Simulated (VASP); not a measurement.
A run of VASP 6.6.1 is set up as follows.

File INCAR:

```
SYSTEM = Sc4Ta
PREC = Accurate
ENCUT = 520
EDIFF = 1E-6
ISMEAR = 0
SIGMA = 0.1
LREAL = .False.
LASPH = .True.
NELM = 60
ALGO = Fast
ISIF = 2
LWAVE = .False.
LCHARG = .True.
GGA = PE
LELF = .True.
LVHAR = .True.
NBANDS = 36
```

File KPOINTS:

```
Automatic mesh
0
Gamma
  6 6 4
  0 0 0
```

The input POSCAR:

```
Sc4Ta
1.0
    4.7451643800      0.0000000000      0.0000000000
   -2.3725821900      4.1094329000      0.0000000000
    0.0000000000      0.0000000000      5.6933229500
Sc Ta
4 1
Direct
    0.5000000000      0.0000000000      0.0000000000
    0.0000000000      0.5000000000      0.0000000000
    0.5000000000      0.5000000000      0.0000000000
    0.0000000000      0.0000000000      0.0000000000
    0.0000000000      0.0000000000      0.5000000000
```

Potentials or basis: VASP PAW PBE potentials, release 64 (Sc_sv, Ta_pv).

The run is started by

```bash
$ cat potpaw_PBE.64/Sc_sv/POTCAR potpaw_PBE.64/Ta_pv/POTCAR > POTCAR
$ mpirun -np 1 vasp_std > vasp.out
```

Problem. Estimate the band gap on the k mesh.

Solution. Zero (an odd number of electrons rules out a gap without spin polarisation).

Problem. Estimate the pressure.

Solution. 20.5 GPa.

Stress tensor (GPa, compression positive):
```
 38.63   0.00   0.00
  0.00  38.63   0.00
  0.00   0.00 -15.61
```

Caveat: the stress differs along the axes, from -16 to 39 GPa; spin-orbit coupling is left out, which moves the levels of the heavy elements.
